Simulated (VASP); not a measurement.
Hg:

```
Hg
1.0
     5.46670    0.00000    0.00000
    -2.73335    4.73430    0.00000
     0.00000    0.00000    3.18522
Hg
3
Direct
  0.33333 0.66667 0.50000
  0.66667 0.33333 0.50000
  0.00000 0.00000 0.00000
```

| Property | Result |
| --- | --- |
| Program | VASP 6.6.1 |
| Task | relaxation of cell and atoms |
| Functional | LDA |
| Potentials or basis | VASP PAW LDA potentials, release 64 (Hg) |
| Cutoff | 600 eV |
| k mesh | 7 × 7 × 9 |
| Occupations | methfessel-paxton, width 0.1 eV |
| Spin | no spin polarisation |

At the start: pressure -4.4 GPa; volume 27.48 Å³/atom.

Question: Where does the relaxation end?

Answer: Over 3 steps the energy falls by 79.1 meV/atom and the volume is 23.14 Å³/atom (-15.8 %); space group P6/mmm (No. 191, to 0.1 Å) before and after.

Step by step:
| step | energy change (eV) | largest force (eV/Å) | pressure (GPa) | volume (Å³) |
| --- | --- | --- | --- | --- |
| 1 | 0.0000 | 0.0000 | -4.44 | 82.44 |
| 2 | -0.2008 | 0.0000 | -2.44 | 73.68 |
| 3 | -0.2372 | 0.0000 | -0.18 | 69.43 |

Final structure:
```
Hg
1.0
     5.17147    0.00000    0.00000
    -2.58573    4.47862    0.00000
     0.00000    0.00000    2.99760
Hg
3
Direct
  0.33333 0.66667 0.50000
  0.66667 0.33333 0.50000
  0.00000 0.00000 0.00000
```

Caveat: the volume moved by over 15 % at a fixed basis, so the end points are rough.
